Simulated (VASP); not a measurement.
# SiC (Moissanite 3C) (F-43m) in VASP: further runs, part 2 of 2

VASP 6.6.1. Earlier steps stand in the parts before.

### Step 6. Single point, r2SCAN (volume scaled by 0.800)

Contents of POSCAR:

```
SiC
1.0
    0.0000000000      2.0220063138      2.0220063138
    2.0220063138      0.0000000000      2.0220063138
    2.0220063138      2.0220063138      0.0000000000
Si C
1 1
Direct
    0.0000000000      0.0000000000      0.0000000000
    0.2500000000      0.2500000000      0.2500000000
```

Contents of INCAR.step1:

```
SYSTEM = SiC
PREC     = Accurate       ! precision mode
ENCUT    = 520            ! plane-wave cutoff, eV
ISMEAR   = 0              ! smearing method
SIGMA    = 0.05           ! smearing width, eV
LREAL    = .FALSE.        ! projectors in reciprocal space
LASPH    = .TRUE.         ! aspherical terms in the spheres
NELM     = 80             ! most SCF steps
NBANDS   = 11             ! bands
GGA      = PE             ! functional
ALGO     = Normal         ! electronic algorithm
EDIFF    = 1E-4           ! SCF threshold, eV
LWAVE    = .TRUE.         ! write WAVECAR
LCHARG   = .FALSE.        ! write CHGCAR
```

Contents of INCAR.step2:

```
SYSTEM = SiC
PREC     = Accurate       ! precision mode
ENCUT    = 520            ! plane-wave cutoff, eV
EDIFF    = 1E-7           ! SCF threshold, eV
ISMEAR   = 0              ! smearing method
SIGMA    = 0.05           ! smearing width, eV
LREAL    = .FALSE.        ! projectors in reciprocal space
LASPH    = .TRUE.         ! aspherical terms in the spheres
NELM     = 80             ! most SCF steps
ALGO     = Normal         ! electronic algorithm
ISIF     = 2              ! what is computed and relaxed
LWAVE    = .FALSE.        ! write WAVECAR
LCHARG   = .TRUE.         ! write CHGCAR
METAGGA  = R2SCAN         ! meta-GGA
LMIXTAU  = .TRUE.       
LELF     = .TRUE.         ! ELF
LVHAR    = .TRUE.       
NBANDS   = 11             ! bands
ISTART   = 1
```

Contents of KPOINTS:

```
Automatic mesh
0
G
  10 10 10
  0 0 0
```

Potentials or basis: VASP PAW PBE potentials, release 64 (Si, C).

Command:

```bash
> cat potpaw_PBE.64/Si/POTCAR potpaw_PBE.64/C/POTCAR > POTCAR
> cp INCAR.step1 INCAR
> mpirun -np 1 vasp_std > vasp.out
> cp INCAR.step2 INCAR
> mpirun -np 1 vasp_std > vasp.out
```

OUTCAR:

```text
SYSTEM = SiC
   PREC = Accurate
   ENCUT = 520
   EDIFF = 1E-7
   ISMEAR = 0
   LREAL = .FALSE.
   LASPH = .TRUE.
   NELM = 80
   ISIF = 2
   METAGGA = R2SCAN
   ISTART = 1

 ion  position               nearest neighbor table
   1  0.000  0.000  0.000-   2 1.75   2 1.75   2 1.75   2 1.75
   2  0.250  0.250  0.250-   1 1.75   1 1.75   1 1.75   1 1.75

  LATTYP: Found a face centered cubic cell.
 ALAT       =     4.0440126276

  Lattice vectors:

 A1 = (   0.0000000000,   2.0220063138,   2.0220063138)
 A2 = (   2.0220063138,   0.0000000000,   2.0220063138)
 A3 = (   2.0220063138,   2.0220063138,   0.0000000000)

Analysis of symmetry for initial positions (statically):
=====================================================================
 Subroutine PRICEL returns:
 Original cell was already a primitive cell.

 Routine SETGRP: Setting up the symmetry group for a
 face centered cubic supercell.

 Subroutine GETGRP returns: Found 24 space group operations
 (whereof 24 operations were pure point group operations)
 out of a pool of 48 trial point group operations.

The static configuration has the point symmetry T_d .

Analysis of symmetry for dynamics (positions and initial velocities):
=====================================================================
 Subroutine PRICEL returns:
 Original cell was already a primitive cell.

 Routine SETGRP: Setting up the symmetry group for a
 face centered cubic supercell.

 Subroutine GETGRP returns: Found 24 space group operations
 (whereof 24 operations were pure point group operations)
 out of a pool of 48 trial point group operations.

The dynamic configuration has the point symmetry T_d .

 Subroutine INISYM returns: Found 24 space group operations
 (whereof 24 operations are pure point group operations),
 and found     1 'primitive' translations

----------------------------------------------------------------------------------------

                                     Primitive cell

  volume of cell :      16.5340

  direct lattice vectors                    reciprocal lattice vectors
     0.000000000  2.022006314  2.022006314    -0.247279149  0.247279149  0.247279149
     2.022006314  0.000000000  2.022006314     0.247279149 -0.247279149  0.247279149
     2.022006314  2.022006314  0.000000000     0.247279149  0.247279149 -0.247279149

  length of vectors
     2.859548752  2.859548752  2.859548752     0.428300049  0.428300049  0.428300049

  position of ions in fractional coordinates (direct lattice)
     0.000000000  0.000000000  0.000000000
     0.250000000  0.250000000  0.250000000

  ion indices of the primitive-cell ions
   primitive index   ion index
                 1           1
                 2           2

----------------------------------------------------------------------------------------

 KPOINTS: Automatic mesh

Automatic generation of k-mesh.
 Grid dimensions read from file:
 generate k-points for:   10   10   10

 Generating k-lattice:

  Cartesian coordinates                     Fractional coordinates (reciprocal lattice)
    -0.024727915  0.024727915  0.024727915     0.100000000  0.000000000  0.000000000
     0.024727915 -0.024727915  0.024727915     0.000000000  0.100000000  0.000000000
     0.024727915  0.024727915 -0.024727915     0.000000000  0.000000000  0.100000000

  Length of vectors
     0.042830005  0.042830005  0.042830005

  Shift w.r.t. Gamma in fractional coordinates (k-lattice)
     0.000000000  0.000000000  0.000000000

 Subroutine IBZKPT returns following result:
 ===========================================

 Found     47 irreducible k-points:

 Following reciprocal coordinates:
            Coordinates               Weight
  0.000000  0.000000  0.000000      1.000000
  0.100000  0.000000  0.000000      8.000000
  0.200000  0.000000  0.000000      8.000000
  0.300000  0.000000  0.000000      8.000000
  0.400000  0.000000  0.000000      8.000000
  0.500000  0.000000  0.000000      4.000000
[... 16 lines left out ...]
  0.300000  0.300000  0.000000      6.000000
  0.400000  0.300000  0.000000     24.000000
 [... further k-points ...]
   k-points           NKPTS =     47   k-points in BZ     NKDIM =     47   number of bands    NBANDS=     11
   number of dos      NEDOS =    301   number of ions     NIONS =      2
   total plane-waves  NPLWV =  13824
   dimension x,y,z NGX =    24 NGY =   24 NGZ =   24
   dimension x,y,z NGXF=    48 NGYF=   48 NGZF=   48
   ions per type =               1   1
   NGX,Y,Z   is equivalent  to a cutoff of  13.95, 13.95, 13.95 a.u.
   NGXF,Y,Z  is equivalent  to a cutoff of  27.91, 27.91, 27.91 a.u.
 SYSTEM =  SiC
   PREC   = accura    normal or accurate (medium, high low for compatibility)
   ISTART =      1    job   : 0-new  1-cont  2-samecut
   ICHARG =      0    charge: 1-file 2-atom 10-const
   ISPIN  =      1    spin polarized calculation?
   LNONCOLLINEAR =      F non collinear calculations
   LSORBIT =      F    spin-orbit coupling
   LASPH  =      T    aspherical Exc in radial PAW
   ENCUT  =  520.0 eV  38.22 Ry    6.18 a.u.   5.32  5.32  5.32*2*pi/ulx,y,z
   NELM   =     80;   NELMIN=  2; NELMDL=  0     # of ELM steps
   EDIFF  = 0.1E-06   stopping-criterion for ELM
   LREAL  =      F    real-space projection
   EDIFFG = 0.1E-05   stopping-criterion for IOM
   NSW    =      0    number of steps for IOM
   IBRION =     -1    ionic relax: 0-MD 1-quasi-New 2-CG
   NFREE  =      0    steps in history (QN), initial steepest desc. (CG)
   ISIF   =      2    stress and relaxation
   ISYM   =      2    0-nonsym 1-usesym 2-fastsym
   POTIM  = 0.5000    time-step for ionic-motion
   TEBEG  =    0.0;   TEEND  =   0.0 temperature during run
   PSTRESS=    0.0 pullay stress
   NELECT =       8.0000    total number of electrons
   NUPDOWN=      -1.0000    fix difference up-down
   EMIN   =  10.00;   EMAX   =-10.00  energy-range for DOS
   EFERMI =   0.00;   METHOD = LEGACY
   ISMEAR =     0;   SIGMA  =   0.05  broadening in eV -4-tet -1-fermi 0-gaus
   EFERMI_NEDOS =   21; number of points for ismear=-14 and -15
   IALGO  =     38    algorithm
   IMIX   =      4    mixing-type and parameters
     AMIX     =   0.40;   BMIX     =  1.00
     AMIX_MAG =   1.60;   BMIX_MAG =  1.00
  volume/ion in A,a.u.               =       8.27        55.79
  Fermi-wavevector in a.u.,A,eV,Ry     =   1.285224  2.428722 22.474130  1.651802
  Thomas-Fermi vector in A             =   2.417371
   LORBIT       =      0    0 simple, 1 ext, 2 COOP (PROOUT), +10 PAW based schemes
   METAGGA = R2SCAN    functional components
   LHFCALC =     F    Hartree Fock is set to
   AEXX    =    0.0000 exact exchange contribution
   IVDW    =     0    specifies the selected vdW correction
   LEPSILON=     F    determine dielectric tensor
   LRPA    =     F    only Hartree local field effects (RPA)
 non-spin polarized calculation
 Gauss-broadening in eV      SIGMA  =   0.05
  energy-cutoff  :      520.00
  volume of cell :       16.53
 maximum number of plane-waves:       459
 NGX is ok and might be reduce to    24
   NGX = 11   NGY = 11   NGZ = 11

 number of electron       8.0000000 magnetization

 Free energy of the ion-electron system (eV)
  ---------------------------------------------------
  ext. energy  EPLUGINS =         0.00000000
  ---------------------------------------------------
  free energy    TOTEN  =       -18.49741997 eV

  energy without entropy =      -18.49741997  energy(sigma->0) =      -18.49741997

 E-fermi :  10.9118     XC(G=0): -12.9709

 val. band max:       10.6849751626   @ k =   0.0000   0.0000   0.0000
 cond. band min:      12.2335744536   @ k =   0.5000   0.5000   0.0000
 fundamental gap:      1.5485992910
 Fermi energy:        10.9118383330

 k-point     1 :       0.0000    0.0000    0.0000
  band No.  band energies     occupation
      1      -7.3866      2.00000
      2      10.6850      2.00000
      3      10.6850      2.00000
      4      10.6850      2.00000
      5      20.4098      0.00000
      6      20.4098      0.00000
      7      20.4098      0.00000
      8      20.4169      0.00000
      9      27.3906      0.00000
     10      27.3906      0.00000
     11      31.1415      0.00000
[... 309 lines left out ...]
 k-point    24 :       0.4000    0.3000    0.0000
  band No.  band energies     occupation
      1      -3.5038      2.00000
      2       4.5501      2.00000
      3       6.9814      2.00000
      4       7.6009      2.00000
      5      14.1993      0.00000
      6      17.9551      0.00000
      7      25.8795      0.00000
      8      25.9813      0.00000
      9      28.6786      0.00000
     10      32.1725      0.00000
     11      36.7417      0.00000

 [... further k-points ...]
[... 5 lines left out ...]
  --------------------------------------------------------------------------------------
  -------------------------------------------------------------------------------------
  Total        7.9380775      7.9380775      7.9380775     -0.0000000     -0.0000000      0.0000000
  in kB      769.2161567    769.2161567    769.2161567     -0.0000000     -0.0000000      0.0000000
  external PRESSURE =     769.2161567 kB  Pullay stress =       0.0000000 kB

 VOLUME and BASIS-vectors are now :
 -----------------------------------------------------------------------------
  energy-cutoff  :      520.00
  volume of cell :       16.53
      direct lattice vectors                 reciprocal lattice vectors
     0.000000000  2.022006314  2.022006314    -0.247279149  0.247279149  0.247279149
     2.022006314  0.000000000  2.022006314     0.247279149 -0.247279149  0.247279149
     2.022006314  2.022006314  0.000000000     0.247279149  0.247279149 -0.247279149

 POSITION                                       TOTAL-FORCE (eV/Angst)
 -----------------------------------------------------------------------------------
      0.00000      0.00000      0.00000        -0.000000      0.000000     -0.000000
      1.01100      1.01100      1.01100         0.000000     -0.000000      0.000000
 -----------------------------------------------------------------------------------
    total drift:                                0.000001      0.000001      0.000001

  FREE ENERGIE OF THE ION-ELECTRON SYSTEM (eV)
  ---------------------------------------------------
  free  energy   TOTEN  =       -18.4974199655 eV

  energy  without entropy=      -18.4974199655  energy(sigma->0) =      -18.49741997
```

Run time: 57 s. Hardware: 1 thread of Intel Xeon Platinum 8259CL at 2.50GHz (Skylake/Cascade Lake), shared host; peak memory 0.13 GiB.

Results:

| Quantity | Value |
| --- | --- |
| Free energy | -18.4974 eV |
| Pressure | 76.9 GPa |
| Band gap on the k mesh | 1.55 eV, indirect (least direct gap 5.31 eV) |

Levels at points of the mesh, in eV from the valence-band top:
| k point | band 2 | band 3 | band 4 | band 5 | band 6 | band 7 |
| --- | --- | --- | --- | --- | --- | --- |
| (0.00, 0.00, 0.00) | 0.00 | 0.00 | 0.00 | 9.72 | 9.72 | 9.72 |
| (0.50, 0.00, 0.00) | -10.15 | -1.13 | -1.13 | 8.30 | 8.80 | 8.80 |
| (0.50, 0.50, 0.00) | -8.85 | -3.76 | -3.76 | 1.55 | 5.80 | 18.07 |

Caveat: the PAW data sets were made with another functional, which shifts forces and pressure a little.

### Step 7. Summary

```csv
cell,gap on the mesh (eV),pressure (GPa)
"a = 2.655 Å, angles 60.0°, 2 atoms",1.30,230.9
"a = 2.709 Å, angles 60.0°, 2 atoms",1.38,179.0
"a = 2.761 Å, angles 60.0°, 2 atoms",1.44,137.5
"a = 2.811 Å, angles 60.0°, 2 atoms",1.50,104.0
"a = 2.860 Å, angles 60.0°, 2 atoms",1.55,76.9
```

Alike in all rows: task single point; level r2SCAN; potentials or basis VASP PAW PBE potentials, release 64 (Si, C); no spin polarisation; k mesh 10 × 10 × 10; cutoff (eV) 520; smearing gaussian 0.05 eV.

Caveats: the PAW data sets were made with another functional, which shifts forces and pressure a little.

Absolute energies hang on the potentials; compare differences alone.
